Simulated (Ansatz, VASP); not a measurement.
# One calculation of Au, two programs

```xyz
1
Lattice="-1.6206 1.6206 1.6206 1.6206 -1.6206 1.6206 1.6206 1.6206 -1.6206" Properties=species:S:1:pos:R:3 pbc="T T T"
Au    0.0000    0.0000    0.0000
```

Alike in both runs: functional PBEsol; k mesh 8 × 8 × 8; occupations gaussian, width 0.1 eV; no spin polarisation.

Ansatz relaxed the structure, and its values are those at the end. VASP's run is a single point on that final structure, the one shown.

|  | VASP | Ansatz |
| --- | --- | --- |
| version | VASP 6.6.1 | Ansatz 0.2.0 |
| potentials or method | VASP PAW PBE potentials, release 64 (Au), cutoff 500 eV | scalar-relativistic, plane waves, PAW |
| valence electrons in the cell | 11 | 19 |

|  | VASP | Ansatz | Ansatz less VASP |
| --- | --- | --- | --- |
| gap on the k mesh at the Fermi level (eV) | none | none | - |
| pressure (GPa) | -0.3 | 0.0 | +0.28 |

VASP's potentials were made for PBE, not for PBEsol. A gap of «none» marks a metal or a gap that the smearing closes. VASP's potentials hold 11 valence electrons a cell and Ansatz's 19, so a difference there can come from the potentials and not from the codes.

Neither program's run includes spin-orbit coupling.
